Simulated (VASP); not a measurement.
Si16Au (a cell with a defect), 17 atoms in the cell. The cell holds a defect, 17 atoms: a = 7.679 Å, b = 7.679 Å, c = 7.679 Å, α = 60.00°, β = 60.00°, γ = 60.00°. 

| Property | Result |
| --- | --- |
| Program | VASP 6.6.1 |
| Task | single point |
| Functional | PBE |
| Potentials or basis | VASP PAW PBE potentials, release 64 (Si, Au) |
| Cutoff | 520 eV |
| k mesh | 2 × 2 × 2 |
| Occupations | gaussian, width 0.05 eV |
| Spin | collinear spin, zero start |
| Starting moments | [0.0, 0.0, 0.0, 0.0, 0.0, 0.0, 0.0, 0.0, 0.0, 0.0, 0.0, 0.0, 0.0, 0.0, 0.0, 0.0, 0.0] μB |
| Dipole correction | no |
| Further INCAR settings | LREAL = Auto; ALGO = Normal; EDIFF = 1e-07; NBANDS = 56 |

Potentials or basis: VASP PAW PBE potentials, release 64 (Si, Au).

The run is started by

```sh
$ cat potpaw_PBE.64/Si/POTCAR potpaw_PBE.64/Au/POTCAR > POTCAR
$ mpirun -np 1 vasp_std > vasp.out
```

Hardware: 1 thread of Intel(R) Xeon(R) 6975P-C (Granite Rapids), on a shared host.

Problem. How long does it take, and how much memory?

Solution. Run time: 5.3 min on 1 thread of Intel(R) Xeon(R) 6975P-C (Granite Rapids), with other jobs on the host, peak memory 0.73 GiB. Counts: scf iterations 18, k points 8.
